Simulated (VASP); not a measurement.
Here is a VASP 6.6.1 calculation.

File INCAR:

```
PREC = Accurate
ENCUT = 600
EDIFF = 1E-6
ISMEAR = 0
SIGMA = 0.1
LREAL = F
LASPH = T
NELM = 120
ALGO = Normal
ISIF = 2
LWAVE = F
LCHARG = F
GGA = PE
NBANDS = 11
GGA_COMPAT = F
```

KPOINTS

```
Automatic mesh
0
Gamma
  10 10 10
```

Contents of POSCAR:

```
MgO
1.0
    0.0000000000      2.1066500000      2.1066500000
    2.1066500000      0.0000000000      2.1066500000
    2.1066500000      2.1066500000      0.0000000000
Mg O
1 1
Direct
    0.0000000000      0.0000000000      0.0000000000
    0.5000000000      0.5000000000      0.5000000000
```

Potentials or basis: VASP PAW PBE potentials, release 64 (Mg, O).

Run with:

```bash
$ cat potpaw_PBE.64/Mg/POTCAR potpaw_PBE.64/O/POTCAR > POTCAR
$ mpirun -np 1 vasp_std > vasp.out
```

**Question.** Predict the pressure.

**Answer.** 3.5 GPa.

**Question.** Estimate the band gap on the k mesh.

**Answer.** 4.72 eV, direct.

A hybrid or GW would open this gap; PBE tends to underestimate it.
